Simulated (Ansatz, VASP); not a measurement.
# One calculation of TiPt5, two programs

File INCAR:

```
SYSTEM = TiPt5
  ALGO = Fast
  EDIFF = 1E-6
  EDIFFG = -0.01
  ENCUT = 600
  GGA = PE
  IBRION = 2
  ISIF = 3
  ISMEAR = 0
  LASPH = .True.
  LCHARG = .False.
  LREAL = .False.
  LWAVE = .False.
  NELM = 100
  NSW = 100
  PREC = Accurate
  SIGMA = 0.1
```

The input KPOINTS:

```
k-points
0
Gamma
  10 10 10
  0 0 0
```

The input POSCAR:

```
TiPt5
1.0
    0.0000000000      3.6826238065      3.6826238065
    3.6826238065      0.0000000000      3.6826238065
    3.6826238065      3.6826238065      0.0000000000
Ti Pt
1 5
Direct
    0.0000000000      0.0000000000      0.0000000000
    0.7500000000      0.7500000000      0.7500000000
    0.3751431840      0.3751431840      0.8745704479
    0.3751431840      0.8745704479      0.3751431840
    0.8745704479      0.3751431840      0.3751431840
    0.3751431840      0.3751431840      0.3751431840
```

Input for Ansatz:

```yaml
crystal:
  lattice:
    - [0.0, 3.6826238065, 3.6826238065]
    - [3.6826238065, 0.0, 3.6826238065]
    - [3.6826238065, 3.6826238065, 0.0]
  atoms:
    - { symbol: Ti, position: [0.0, 0.0, 0.0] }
    - { symbol: Pt, position: [0.75, 0.75, 0.75] }
    - { symbol: Pt, position: [0.375143184, 0.375143184, 0.8745704479] }
    - { symbol: Pt, position: [0.375143184, 0.8745704479, 0.375143184] }
    - { symbol: Pt, position: [0.8745704479, 0.375143184, 0.375143184] }
    - { symbol: Pt, position: [0.375143184, 0.375143184, 0.375143184] }
basis:
  ecutwfc: 420
kpoints:
  mp_grid: { grid: [10, 10, 10] }
hamiltonian:
  xc: pbe
scf:
  occupations: { method: gaussian, width: 0.1 }
output:
  forces: true
  stress: true
  eigenvalues: true
relax:
  adjacent_minimum: "off"
  f_tol: 0.01
  max_steps: 80
  cell: { stress_tol: 0.05 }
```

Change from the starting cell: species swapped into the ZrCu5 type (F-43m, No. 216).

Alike in both runs: task relaxation of cell and atoms; functional PBE; k mesh 10 × 10 × 10; occupations gaussian, width 0.1 eV; no spin polarisation.

|  | VASP | Ansatz |
| --- | --- | --- |
| version | VASP 6.6.1 | Ansatz 0.2.0 |
| potentials or method | VASP PAW PBE potentials, release 64 (Ti_sv, Pt), cutoff 600 eV | scalar-relativistic, plane waves, PAW |
| valence electrons in the cell | 62 | 102 |

|  | VASP | Ansatz | Ansatz less VASP |
| --- | --- | --- | --- |
| gap on the k mesh at the Fermi level, each at its own relaxed structure (eV) | none | none | - |
| relaxed volume (Å³/atom) | 16.57 | 16.60 | +0.027 |
| relaxed cell length with the largest relative difference (Å) | 5.200 | 5.203 | +0.0028 |

A gap of «none» marks a metal or a gap that the smearing closes. VASP's potentials hold 62 valence electrons a cell and Ansatz's 102, so a difference there can come from the potentials and not from the codes.

Neither program's run includes spin-orbit coupling.
